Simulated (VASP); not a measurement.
**MgF2: single point with PBEsol**

Crystal: MgF2.

```
Mg F
1.0
     4.68867    0.00000    0.00000
     0.00000    4.68867    0.00000
     0.00000    0.00000    3.08730
Mg F
2 4
Cartesian
  0.0000 0.0000 0.0000
  2.3443 2.3443 1.5437
  1.4255 1.4255 0.0000
  0.9188 3.7698 1.5437
  3.2632 3.2632 0.0000
  3.7698 0.9188 1.5437
```

```
Program                : VASP 6.6.1
Task                   : single point
Functional             : PBEsol
Potentials or basis    : VASP PAW PBE potentials, release 64 (Mg_sv, F)
Cutoff                 : 840 eV
k mesh                 : 6 × 6 × 8
Occupations            : gaussian, width 0.02 eV
Spin                   : no spin polarisation
Dipole correction      : no
Further INCAR settings : ALGO = Normal; EDIFF = 1e-06; NBANDS = 33
```

| Quantity | Value |
| --- | --- |
| Pressure | -2.6 GPa |
| Largest force | 0.009 eV/Å |
| Band gap on the k mesh | 6.69 eV |

Forces in eV/Å, atoms in the order of the input:
```
Mg   0.000  0.000  0.000
Mg   0.000  0.000  0.000
F   -0.007 -0.007  0.000
F    0.007 -0.007  0.000
F    0.007  0.007  0.000
F   -0.007  0.007  0.000
```

Stress tensor (GPa, compression positive):
```
-2.66  0.00  0.00
 0.00 -2.66  0.00
 0.00  0.00 -2.56
```

Levels at points of the mesh, in eV from the valence-band top:
| k point | band 22 | band 23 | band 24 | band 25 | band 26 | band 27 |
| --- | --- | --- | --- | --- | --- | --- |
| (0.00, 0.00, 0.00) | -0.31 | -0.31 | 0.00 | 6.69 | 11.81 | 11.81 |
| (0.50, 0.00, 0.00) | -0.96 | -0.37 | -0.37 | 9.06 | 9.06 | 13.05 |
| (0.50, 0.50, 0.00) | -0.91 | -0.74 | -0.74 | 10.69 | 10.69 | 10.86 |
| (0.00, 0.00, 0.50) | -1.08 | -0.82 | -0.82 | 11.37 | 11.37 | 14.49 |
| (0.50, 0.00, 0.50) | -0.71 | -0.63 | -0.63 | 12.28 | 12.28 | 12.95 |
| (0.50, 0.50, 0.50) | -0.58 | -0.47 | -0.47 | 12.77 | 12.77 | 12.92 |

Run time: 3.7 min on 1 thread of AMD EPYC 7R43 64-Core Processor (Zen 3), on a shared host, peak memory 0.33 GiB.

Caveat: the PAW data sets were made with another functional, which shifts forces and pressure a little. A k mesh can miss the band edges.
